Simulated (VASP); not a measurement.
Wanted: the native input for a VASP 6.6.1 run.

- Task: single point
- Functional: r2SCAN
- Potentials or basis: VASP PAW PBE potentials, release 64 (Sn_d, O)
- Cutoff: 520 eV
- k mesh: 6 × 6 × 8
- Occupations: gaussian, width 0.02 eV
- Spin: no spin polarisation
- Dipole correction: no
- Further INCAR settings: ALGO = Normal; EDIFF = 1e-07; NBANDS = 35

Crystal: SnO2 (kscan).

```
CELL_PARAMETERS angstrom
4.75855 0.00000 0.00000
0.00000 4.75855 0.00000
0.00000 0.00000 3.20012
ATOMIC_POSITIONS crystal
Sn 0.00000 0.00000 0.00000
Sn 0.50000 0.50000 0.50000
O 0.30591 0.30591 0.00000
O 0.19409 0.80591 0.50000
O 0.69409 0.69409 0.00000
O 0.80591 0.19409 0.50000
```

The input as run:

POSCAR

```
SnO2
1.0
    4.7585535658      0.0000000000      0.0000000000
    0.0000000000      4.7585535658      0.0000000000
    0.0000000000      0.0000000000      3.2001190477
Sn O
2 4
Direct
    0.0000000000      0.0000000000      0.0000000000
    0.5000000000      0.5000000000      0.5000000000
    0.3059063678      0.3059063678      0.0000000000
    0.1940936322      0.8059063678      0.5000000000
    0.6940936322      0.6940936322      0.0000000000
    0.8059063678      0.1940936322      0.5000000000
```

INCAR.step1

```
PREC     = Accurate       # precision mode
ENCUT    = 520            # plane-wave cutoff, eV
ISMEAR   = 0              # smearing method
SIGMA    = 0.02           # smearing width, eV
LREAL    = F              # projectors in reciprocal space
LASPH    = T              # aspherical terms in the spheres
NELM     = 100            # most SCF steps
NBANDS   = 35             # bands
GGA      = PE             # functional
ALGO     = Normal         # electronic algorithm
EDIFF    = 1E-4           # SCF threshold, eV
LWAVE    = T              # write WAVECAR
LCHARG   = F              # write CHGCAR
```

INCAR.step2

```
PREC     = Accurate       # precision mode
ENCUT    = 520            # plane-wave cutoff, eV
EDIFF    = 1E-7           # SCF threshold, eV
ISMEAR   = 0              # smearing method
SIGMA    = 0.02           # smearing width, eV
LREAL    = F              # projectors in reciprocal space
LASPH    = T              # aspherical terms in the spheres
NELM     = 100            # most SCF steps
ALGO     = Normal         # electronic algorithm
ISIF     = 2              # what is computed and relaxed
LWAVE    = F              # write WAVECAR
LCHARG   = T              # write CHGCAR
METAGGA  = R2SCAN         # meta-GGA
LMIXTAU  = T            
LELF     = T              # ELF
LVHAR    = T            
NBANDS   = 35             # bands
ISTART   = 1
```

KPOINTS

```
regular mesh
0
Gamma
  6 6 8
```

Potentials or basis: VASP PAW PBE potentials, release 64 (Sn_d, O).

Launch:

```bash
$ cat potpaw_PBE.64/Sn_d/POTCAR potpaw_PBE.64/O/POTCAR > POTCAR
$ cp INCAR.step1 INCAR
$ mpirun -np 1 vasp_std > vasp.out
$ cp INCAR.step2 INCAR
$ mpirun -np 1 vasp_std > vasp.out
```

Results of the run:

The pressure is 1.3 GPa, the largest force is 0.030 eV/Å and the band gap on the k mesh is 1.80 eV, direct.

Caveat: the PAW data sets were made with another functional, which shifts forces and pressure a little; spin-orbit coupling is left out, which moves the levels of the heavy elements.

Run time: 17 min on 1 thread of AMD EPYC 7R13 (shared host), peak memory 0.21 GiB.
